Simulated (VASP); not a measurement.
Here is a VASP 6.6.1 calculation.

INCAR

```
ALGO = Normal
EDIFF = 1E-7
EDIFFG = -0.002
ENCUT = 600
IBRION = 2
ISIF = 3
ISMEAR = -1
LASPH = True
LCHARG = False
LREAL = False
LWAVE = False
NELM = 60
NSW = 100
PREC = Accurate
SIGMA = 0.1
```

KPOINTS

```
k-points
0
Gamma
  10 10 10
```

The input POSCAR:

```
ZnSe
1.0
    0.0000000000      2.8338000000      2.8338000000
    2.8338000000      0.0000000000      2.8338000000
    2.8338000000      2.8338000000      0.0000000000
Zn Se
1 1
Direct
    0.0000000000      0.0000000000      0.0000000000
    0.7500000000      0.7500000000      0.7500000000
```

Potentials or basis: VASP PAW LDA potentials, release 64 (Zn, Se).

The run is started by

```sh
$ cat potpaw_LDA.64/Zn/POTCAR potpaw_LDA.64/Se/POTCAR > POTCAR
$ mpirun -np 1 vasp_std > vasp.out
```

(1) Predict the space group after relaxing (to 0.1 Å).

(2) What does it give for the relaxed volume?

(3) What does it give for the relaxed cell?

Results:

(1) F-43m (No. 216).

(2) 21.67 Å³/atom.

(3) a = 3.943 Å, b = 3.943 Å, c = 3.943 Å, α = 60.00°, β = 60.00°, γ = 60.00°.
